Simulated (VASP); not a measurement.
# Ag (Cmcm) in VASP: further runs

The runs below take Ag through single point, with r2SCAN.

Everything below comes from runs of VASP 6.6.1. Logs are shortened: lines on timing, memory, paths and dates and some standing lists are left out, and cuts for length are marked.

## Step 1: The cell of the first run

Symmetry: Cmcm, No. 63, orthorhombic system. Conventional cell: a = 4.683 Å, b = 3.311 Å, c = 4.683 Å, α = 90.00°, β = 90.00°, γ = 90.00°. Ag (site symmetry m2m) has 14 Ag at 2.71 to 3.32 Å within 3.6 Å.

## Step 2: Single point, r2SCAN (atoms displaced along a vibrational mode)

POSCAR

```
Ag
1.0
   -1.6556540000      1.6556540000      1.6556540000
    1.6556540000     -1.6556540000      1.6556540000
    3.3113080000      3.3113080000      0.0000000000
Ag
2
Direct
    0.0452993198      0.0452993198      0.0000000000
    0.4547006802      0.4547006802      0.5000000000
```

INCAR.step1

```
PREC     = Accurate       # precision mode
ENCUT    = 520            # plane-wave cutoff, eV
ISMEAR   = 0              # smearing method
SIGMA    = 0.15           # smearing width, eV
LREAL    = F              # projectors in reciprocal space
LASPH    = T              # aspherical terms in the spheres
NELM     = 100            # most SCF steps
NBANDS   = 18             # bands
GGA      = PE             # functional
ALGO     = Normal         # electronic algorithm
EDIFF    = 1E-4           # SCF threshold, eV
LWAVE    = T              # write WAVECAR
LCHARG   = F              # write CHGCAR
```

INCAR.step2

```
PREC     = Accurate       # precision mode
ENCUT    = 520            # plane-wave cutoff, eV
EDIFF    = 1E-6           # SCF threshold, eV
ISMEAR   = 0              # smearing method
SIGMA    = 0.15           # smearing width, eV
LREAL    = F              # projectors in reciprocal space
LASPH    = T              # aspherical terms in the spheres
NELM     = 100            # most SCF steps
ALGO     = Normal         # electronic algorithm
ISIF     = 2              # what is computed and relaxed
LWAVE    = F              # write WAVECAR
LCHARG   = F              # write CHGCAR
METAGGA  = R2SCAN         # meta-GGA
LMIXTAU  = T            
NBANDS   = 18             # bands
ISTART   = 1
```

KPOINTS

```
regular mesh
0
Gamma
  18 18 10
```

Potentials or basis: VASP PAW PBE potentials, release 64 (Ag).

Started as:

```sh
$ cat potpaw_PBE.64/Ag/POTCAR > POTCAR
$ cp INCAR.step1 INCAR
$ mpirun -np 1 vasp_std > vasp.out
$ cp INCAR.step2 INCAR
$ mpirun -np 1 vasp_std > vasp.out
```

OUTCAR:

```text
PREC = Accurate
   ENCUT = 520
   EDIFF = 1E-6
   ISMEAR = 0
   LREAL = F
   LASPH = T
   NELM = 100
   ISIF = 2
   METAGGA = R2SCAN
   ISTART = 1

 ion  position               nearest neighbor table
   1  0.045  0.045  0.000-   2 2.71   2 2.71   2 3.05   2 3.05   2 3.32   2 3.32   2 3.32   2 3.32

   2  0.455  0.455  0.500-   1 2.71   1 2.71   1 3.05   1 3.05   1 3.32   1 3.32   1 3.32   1 3.32

  LATTYP: Found a base centered orthorhombic cell.
 ALAT       =     3.3113080000
 B/A-ratio  =     1.4142135624
 C/A-ratio  =     1.4142135624

  Lattice vectors:

 A1 = (  -1.6556540000,   1.6556540000,   1.6556540000)
 A2 = (   1.6556540000,  -1.6556540000,   1.6556540000)
 A3 = (   3.3113080000,   3.3113080000,   0.0000000000)

Analysis of symmetry for initial positions (statically):
=====================================================================
 Subroutine PRICEL returns:
 Original cell was already a primitive cell.

 Routine SETGRP: Setting up the symmetry group for a
 base centered orthorhombic supercell.

 Subroutine GETGRP returns: Found  8 space group operations
 (whereof  4 operations were pure point group operations)
 out of a pool of  8 trial point group operations.

The static configuration has the point symmetry C_2v.
 The point group associated with its full space group is D_2h.

Analysis of symmetry for dynamics (positions and initial velocities):
=====================================================================
 Subroutine PRICEL returns:
 Original cell was already a primitive cell.

 Routine SETGRP: Setting up the symmetry group for a
 base centered orthorhombic supercell.

 Subroutine GETGRP returns: Found  8 space group operations
 (whereof  4 operations were pure point group operations)
 out of a pool of  8 trial point group operations.

The dynamic configuration has the point symmetry C_2v.
 The point group associated with its full space group is D_2h.

 Subroutine INISYM returns: Found  8 space group operations
 (whereof  4 operations are pure point group operations),
 and found     1 'primitive' translations

----------------------------------------------------------------------------------------

                                     Primitive cell

  volume of cell :      36.3077

  direct lattice vectors                    reciprocal lattice vectors
    -1.655654000  1.655654000  1.655654000    -0.150997733  0.150997733  0.301995465
     1.655654000 -1.655654000  1.655654000     0.150997733 -0.150997733  0.301995465
     3.311308000  3.311308000  0.000000000     0.150997733  0.150997733  0.000000000

  length of vectors
     2.867676848  2.867676848  4.682896683     0.369867397  0.369867397  0.213543041

  position of ions in fractional coordinates (direct lattice)
     0.045299320  0.045299320  0.000000000
     0.454700680  0.454700680  0.500000000

  ion indices of the primitive-cell ions
   primitive index   ion index
                 1           1
                 2           2

----------------------------------------------------------------------------------------

 KPOINTS: regular mesh

Automatic generation of k-mesh.
 Grid dimensions read from file:
 generate k-points for:   18   18   10

 Generating k-lattice:

  Cartesian coordinates                     Fractional coordinates (reciprocal lattice)
    -0.008388763  0.008388763  0.016777526     0.055555556  0.000000000  0.000000000
     0.008388763 -0.008388763  0.016777526     0.000000000  0.055555556  0.000000000
     0.015099773  0.015099773  0.000000000     0.000000000  0.000000000  0.100000000

  Length of vectors
     0.020548189  0.020548189  0.021354304

  Shift w.r.t. Gamma in fractional coordinates (k-lattice)
     0.000000000  0.000000000  0.000000000

 Subroutine IBZKPT returns following result:
 ===========================================

 Found    546 irreducible k-points:

 Following reciprocal coordinates:
            Coordinates               Weight
  0.000000  0.000000  0.000000      1.000000
  0.055556  0.000000  0.000000      4.000000
  0.111111  0.000000  0.000000      4.000000
  0.166667  0.000000  0.000000      4.000000
  0.222222  0.000000  0.000000      4.000000
  0.277778  0.000000  0.000000      4.000000
[... 16 lines left out ...]
 -0.277778  0.055556  0.000000      4.000000
 -0.222222  0.055556  0.000000      4.000000
 [... further k-points ...]
   k-points           NKPTS =    546   k-points in BZ     NKDIM =    546   number of bands    NBANDS=     18
   number of dos      NEDOS =    301   number of ions     NIONS =      2
   total plane-waves  NPLWV =  20736
   dimension x,y,z NGX =    24 NGY =   24 NGZ =   36
   dimension x,y,z NGXF=    48 NGYF=   48 NGZF=   72
   ions per type =               2
   NGX,Y,Z   is equivalent  to a cutoff of  13.91, 13.91, 12.78 a.u.
   NGXF,Y,Z  is equivalent  to a cutoff of  27.83, 27.83, 25.56 a.u.
 SYSTEM =  unknown system
   PREC   = accura    normal or accurate (medium, high low for compatibility)
   ISTART =      1    job   : 0-new  1-cont  2-samecut
   ICHARG =      0    charge: 1-file 2-atom 10-const
   ISPIN  =      1    spin polarized calculation?
   LNONCOLLINEAR =      F non collinear calculations
   LSORBIT =      F    spin-orbit coupling
   LASPH  =      T    aspherical Exc in radial PAW
   ENCUT  =  520.0 eV  38.22 Ry    6.18 a.u.   5.33  5.33  8.71*2*pi/ulx,y,z
   NELM   =    100;   NELMIN=  2; NELMDL=  0     # of ELM steps
   EDIFF  = 0.1E-05   stopping-criterion for ELM
   LREAL  =      F    real-space projection
   EDIFFG = 0.1E-04   stopping-criterion for IOM
   NSW    =      0    number of steps for IOM
   IBRION =     -1    ionic relax: 0-MD 1-quasi-New 2-CG
   NFREE  =      0    steps in history (QN), initial steepest desc. (CG)
   ISIF   =      2    stress and relaxation
   ISYM   =      2    0-nonsym 1-usesym 2-fastsym
   POTIM  = 0.5000    time-step for ionic-motion
   TEBEG  =    0.0;   TEEND  =   0.0 temperature during run
   PSTRESS=    0.0 pullay stress
   NELECT =      22.0000    total number of electrons
   NUPDOWN=      -1.0000    fix difference up-down
   EMIN   =  10.00;   EMAX   =-10.00  energy-range for DOS
   EFERMI =   0.00;   METHOD = LEGACY
   ISMEAR =     0;   SIGMA  =   0.15  broadening in eV -4-tet -1-fermi 0-gaus
   EFERMI_NEDOS =   21; number of points for ismear=-14 and -15
   IALGO  =     38    algorithm
   IMIX   =      4    mixing-type and parameters
     AMIX     =   0.40;   BMIX     =  1.00
     AMIX_MAG =   1.60;   BMIX_MAG =  1.00
  volume/ion in A,a.u.               =      18.15       122.51
  Fermi-wavevector in a.u.,A,eV,Ry     =   1.385318  2.617871 26.111022  1.919106
  Thomas-Fermi vector in A             =   2.509739
   LORBIT       =      0    0 simple, 1 ext, 2 COOP (PROOUT), +10 PAW based schemes
   METAGGA = R2SCAN    functional components
   LHFCALC =     F    Hartree Fock is set to
   AEXX    =    0.0000 exact exchange contribution
   IVDW    =     0    specifies the selected vdW correction
   LEPSILON=     F    determine dielectric tensor
   LRPA    =     F    only Hartree local field effects (RPA)
 non-spin polarized calculation
 Gauss-broadening in eV      SIGMA  =   0.15
  energy-cutoff  :      520.00
  volume of cell :       36.31
 maximum number of plane-waves:       993
 NGX is ok and might be reduce to    24
   NGX = 11   NGY = 11   NGZ = 17

 number of electron      22.0000006 magnetization

 Free energy of the ion-electron system (eV)
  ---------------------------------------------------
  ext. energy  EPLUGINS =         0.00000000
  ---------------------------------------------------
  free energy    TOTEN  =       -42.54869934 eV

  energy without entropy =      -42.54261484  energy(sigma->0) =      -42.54565709

 E-fermi :   7.6538     XC(G=0): -12.5258

 val. band max:        7.6498132511   @ k =  -0.4444   0.1667   0.5000
 cond. band min:       7.6819032562   @ k =   0.1111   0.1111   0.2000
 fundamental gap:      0.0320900052
 Fermi energy:         7.6537586090

 k-point     1 :       0.0000    0.0000    0.0000
  band No.  band energies     occupation
      1       0.1214      2.00000
      2       1.3109      2.00000
      3       1.8953      2.00000
      4       2.4295      2.00000
      5       2.5062      2.00000
      6       2.6324      2.00000
[... 10 lines left out ...]
     17      26.3132      0.00000
     18      26.4098      0.00000

 k-point     2 :       0.0556    0.0000    0.0000
  band No.  band energies     occupation
      1       0.1963      2.00000
      2       1.3525      2.00000
      3       1.9110      2.00000
      4       2.4373      2.00000
      5       2.5320      2.00000
      6       2.6274      2.00000
[... 10 lines left out ...]
     17      26.1399      0.00000
     18      26.3842      0.00000

 k-point     3 :       0.1111    0.0000    0.0000
  band No.  band energies     occupation
      1       0.4148      2.00000
      2       1.4667      2.00000
      3       1.9584      2.00000
      4       2.4195      2.00000
      5       2.6110      2.00000
      6       2.6539      2.00000
[... 10 lines left out ...]
     17      25.4696      0.00000
     18      26.5389      0.00000

 k-point     4 :       0.1667    0.0000    0.0000
  band No.  band energies     occupation
      1       0.7543      2.00000
      2       1.6162      2.00000
      3       2.0453      2.00000
      4       2.3773      2.00000
      5       2.5785      2.00000
      6       2.8830      2.00000
[... 375 lines left out ...]
      4       2.2509      2.00000
      5       2.5137      2.00000
      6       2.5263      2.00000
[... 10 lines left out ...]
     17      22.4137      0.00000
     18      24.1127      0.00000

 k-point    23 :      -0.2778    0.0556    0.0000
  band No.  band energies     occupation
      1       1.4898      2.00000
      2       1.8766      2.00000
      3       2.2460      2.00000
      4       2.3362      2.00000
      5       2.3815      2.00000
      6       2.6757      2.00000
[... 10 lines left out ...]
     17      23.2781      0.00000
     18      24.1940      0.00000

 k-point    24 :      -0.2222    0.0556    0.0000
  band No.  band energies     occupation
      1       1.0776      2.00000
      2       1.7588      2.00000
      3       2.2141      2.00000
      4       2.3127      2.00000
      5       2.4760      2.00000
      6       2.9108      2.00000
[... 10 lines left out ...]
     17      23.7858      0.00000
     18      25.1619      0.00000

 [... further k-points ...]

------------------------ aborting loop because EDIFF is reached ----------------------------------------

  FORCE on cell =-STRESS in cart. coord.  units (eV):
  Direction    XX          YY          ZZ          XY          YZ          ZX
  --------------------------------------------------------------------------------------
  -------------------------------------------------------------------------------------
  Total       -0.3489361     -0.3489361     -0.7141125      0.4240937      0.0000000      0.0000000
  in kB      -15.3977687    -15.3977687    -31.5121809     18.7143014      0.0000000      0.0000000
  external PRESSURE =     -20.7692395 kB  Pullay stress =       0.0000000 kB

 VOLUME and BASIS-vectors are now :
 -----------------------------------------------------------------------------
  energy-cutoff  :      520.00
  volume of cell :       36.31
      direct lattice vectors                 reciprocal lattice vectors
    -1.655654000  1.655654000  1.655654000    -0.150997733  0.150997733  0.301995465
     1.655654000 -1.655654000  1.655654000     0.150997733 -0.150997733  0.301995465
     3.311308000  3.311308000  0.000000000     0.150997733  0.150997733  0.000000000

 POSITION                                       TOTAL-FORCE (eV/Angst)
 -----------------------------------------------------------------------------------
      0.00000      0.00000      0.15000         0.000000      0.000000     -0.569604
      1.65565      1.65565      1.50565        -0.000000     -0.000000      0.569604
 -----------------------------------------------------------------------------------
    total drift:                                0.000000     -0.000000      0.000000

  FREE ENERGIE OF THE ION-ELECTRON SYSTEM (eV)
  ---------------------------------------------------
  free  energy   TOTEN  =       -42.5486993413 eV

  energy  without entropy=      -42.5426148357  energy(sigma->0) =      -42.54565709
```

Wall time 19 min (1 thread of Oxide Virtual Turin-like, shared host); peak memory 0.36 GiB.

Results:

```yaml
Free_energy: -42.5487 eV
Pressure: -2.1 GPa
Largest_force: 0.570 eV/Å
Band_gap_on_the_k_mesh: zero (bands 11 and 12 overlap by 8.39 eV)
```

Forces in eV/Å, atoms in the order of the input:
```
Ag   0.000  0.000 -0.570
Ag   0.000  0.000  0.570
```

Stress tensor (GPa, compression positive):
```
-1.54  1.87  0.00
 1.87 -1.54  0.00
 0.00  0.00 -3.15
```

Levels at points of the mesh, in eV from the Fermi level:
| k point | band 9 | band 10 | band 11 | band 12 | band 13 | band 14 |
| --- | --- | --- | --- | --- | --- | --- |
| (0.00, 0.00, 0.00) | -3.89 | -3.79 | -3.08 | 0.13 | 3.91 | 13.88 |
| (0.50, 0.00, 0.00) | -3.58 | -3.54 | -0.15 | 0.50 | 7.06 | 7.50 |
| (0.50, 0.50, 0.00) | -3.11 | -2.95 | 0.11 | 3.86 | 7.00 | 7.02 |
| (0.00, 0.00, 0.50) | -3.80 | -3.80 | -3.73 | -3.73 | 11.93 | 11.93 |
| (0.50, 0.00, 0.50) | -2.96 | -2.96 | 0.20 | 0.20 | 3.77 | 3.77 |
| (0.50, 0.50, 0.50) | -3.05 | -3.05 | 3.38 | 3.38 | 4.58 | 4.58 |

Caveat: the cell differs from its parent crystal (atoms displaced along a vibrational mode); the PAW data sets were made with another functional, which shifts forces and pressure a little.

(Part 1 of 2 ends here.)

The gap in the log of VASP goes by the Fermi energy; the results here count the filled bands.